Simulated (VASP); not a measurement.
A run of VASP 6.6.1:

INCAR

```
SYSTEM = Si
ALGO = Normal ; EDIFF = 1E-7
ENCUT = 520 ; GGA = PS
ISIF = 2 ; ISMEAR = 0
LASPH = .True. ; LCHARG = .True.
LELF = .True. ; LREAL = .False.
LVHAR = .True. ; LWAVE = .False.
NBANDS = 11 ; NELM = 80
PREC = Accurate ; SIGMA = 0.05
```

Contents of KPOINTS:

```
k-points
0
Gamma
  22 22 12
  0 0 0
```

POSCAR

```
Si
1.0
    2.3499090768      0.0000000000      0.0000000000
   -1.1749545384      2.0350809571      0.0000000000
    0.0000000000      0.0000000000      3.9671370085
Si
2
Direct
    0.3333333333      0.6666666667      0.2500000000
    0.6666666667      0.3333333333      0.7500000000
```

Potentials or basis: VASP PAW PBE potentials, release 64 (Si).

The run is started by

```console
$ cat potpaw_PBE.64/Si/POTCAR > POTCAR
$ mpirun -np 1 vasp_std > vasp.out
```

Hardware: 1 thread of Intel Xeon 8259CL, with other jobs on the host.

Estimate the wall time of this run.

Run time: 100 s on 1 thread of Intel Xeon 8259CL (shared host), peak memory 0.17 GiB. Counts: scf iterations 11, k points 364.
